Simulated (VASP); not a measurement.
Input of a VASP 6.6.1 run:

Contents of INCAR:

```
  PREC = Accurate
  ENCUT = 600
  EDIFF = 1E-6
  ISMEAR = -1
  SIGMA = 0.02
  LREAL = False
  LASPH = True
  NELM = 120
  ALGO = Normal
  ISIF = 2
  LWAVE = False
  LCHARG = False
  GGA = PE
  NBANDS = 28
  GGA_COMPAT = False
```

File KPOINTS:

```
Automatic mesh
0
Gamma
  8 8 8
```

Contents of POSCAR:

```
SrTiO3
1.0
    3.9050000000      0.0000000000      0.0000000000
    0.0000000000      3.9050000000      0.0000000000
    0.0000000000      0.0000000000      3.9050000000
Sr Ti O
1 1 3
Direct
    0.0000000000      0.0000000000      0.0000000000
    0.5000000000      0.5000000000      0.5000000000
    0.0000000000      0.5000000000      0.5000000000
    0.5000000000      0.0000000000      0.5000000000
    0.5000000000      0.5000000000      0.0000000000
```

Potentials or basis: VASP PAW PBE potentials, release 64 (Sr_sv, Ti_sv, O).

Run with:

```sh
$ cat potpaw_PBE.64/Sr_sv/POTCAR potpaw_PBE.64/Ti_sv/POTCAR potpaw_PBE.64/O/POTCAR > POTCAR
$ mpirun -np 1 vasp_std > vasp.out
```

Question: Predict the pressure.

Answer: 4.8 GPa.

Question: Estimate the band gap on the k mesh.

Answer: 1.86 eV, indirect (least direct gap 2.21 eV).

A k mesh can miss the band edges.
